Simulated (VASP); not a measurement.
Here is a VASP 6.6.1 calculation.

INCAR

```
SYSTEM = Lu
ALGO = Normal
EDIFF = 1E-6
ENCUT = 520
GGA = PE
ISIF = 2
ISMEAR = -1
LASPH = .True.
LCHARG = .True.
LELF = .True.
LREAL = .False.
LVHAR = .True.
LWAVE = .False.
NBANDS = 32
NELM = 60
PREC = Accurate
SIGMA = 0.05
```

The input KPOINTS:

```
k-points
0
Gamma
  16 16 9
  0 0 0
```

Contents of POSCAR:

```
Lu
1.0
    2.7165198014      0.0000000000      0.0000000000
   -1.3582599007      2.3525751579      0.0000000000
    0.0000000000      0.0000000000      4.5488494137
Lu
2
Direct
    0.3333333333      0.6666666667      0.2500000000
    0.6666666667      0.3333333333      0.7500000000
```

Potentials or basis: VASP PAW PBE potentials, release 64 (Lu).

Launch:

```bash
$ cat potpaw_PBE.64/Lu/POTCAR > POTCAR
$ mpirun -np 1 vasp_std > vasp.out
```

Q: Estimate the band gap on the k mesh.

A: Zero (band 25 reaches 7.66 eV, above the bottom of band 26 at 4.51 eV).

Q: Estimate the pressure.

A: 102.0 GPa.

Stress tensor (GPa, compression positive):
```
102.21   0.00   0.00
  0.00 102.21   0.00
  0.00   0.00 101.70
```

Caveat: spin-orbit coupling is left out, which moves the levels of the heavy elements.
